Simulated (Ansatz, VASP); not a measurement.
BN in VASP and in Ansatz

Contents of INCAR:

```
  PREC = Accurate
  ENCUT = 520
  EDIFF = 1E-7
  ISMEAR = 0
  SIGMA = 0.02
  LREAL = F
  LASPH = T
  NELM = 80
  ALGO = Normal
  ISIF = 2
  LWAVE = F
  LCHARG = T
  GGA = PE
  LELF = T
  LVHAR = T
  NBANDS = 16
```

KPOINTS

```
regular mesh
0
Gamma
  12 12 4
```

File POSCAR:

```
BN
1.0
    2.5121490623      0.0000000000      0.0000000000
   -1.2560745311      2.1755849060      0.0000000000
    0.0000000000      0.0000000000      8.3518967055
B N
2 2
Direct
    0.0000000000      0.0000000000      0.5000000000
    0.3333333333      0.6666666667      0.0000000000
    0.3333333333      0.6666666667      0.5000000000
    0.6666666667      0.3333333333      0.0000000000
```

Input for Ansatz:

```yaml
crystal:
  lattice:
    - [2.5121490623, 0.0, 0.0]
    - [-1.2560745311, 2.175584906, 0.0]
    - [0.0, 0.0, 8.3518967055]
  atoms:
    - { symbol: B, position: [0.0, 0.0, 0.5] }
    - { symbol: B, position: [0.3333333333, 0.6666666667, 0.0] }
    - { symbol: "N", position: [0.3333333333, 0.6666666667, 0.5] }
    - { symbol: "N", position: [0.6666666667, 0.3333333333, 0.0] }
basis:
  ecutwfc: 420
kpoints:
  mp_grid: { grid: [12, 12, 4] }
  band_path: { path: [VBM, CBM], npoints: 2 }
hamiltonian:
  xc: pbe
scf:
  occupations: { method: gaussian, width: 0.02 }
output:
  forces: false
  stress: false
  eigenvalues: true
checkpoint:
  read: start.run
  write: ck
  compress: false
  write_wavefunctions: false
  write_every: 100000
```

Alike in both runs: task single point; functional PBE; k mesh 12 × 12 × 4; occupations gaussian, width 0.02 eV; no spin polarisation.

```csv
,VASP,Ansatz
version,VASP 6.6.1,Ansatz 0.2.0
potentials or method,"VASP PAW PBE potentials, release 64 (B, N), cutoff 520 eV","scalar-relativistic, plane waves, PAW"
valence electrons in the cell,16,16
```

```csv
,VASP,Ansatz,Ansatz less VASP
gap on the k mesh at the Fermi level (eV),4.39,4.39,0.000
least direct gap on the mesh (eV),4.64,4.64,+0.003
```
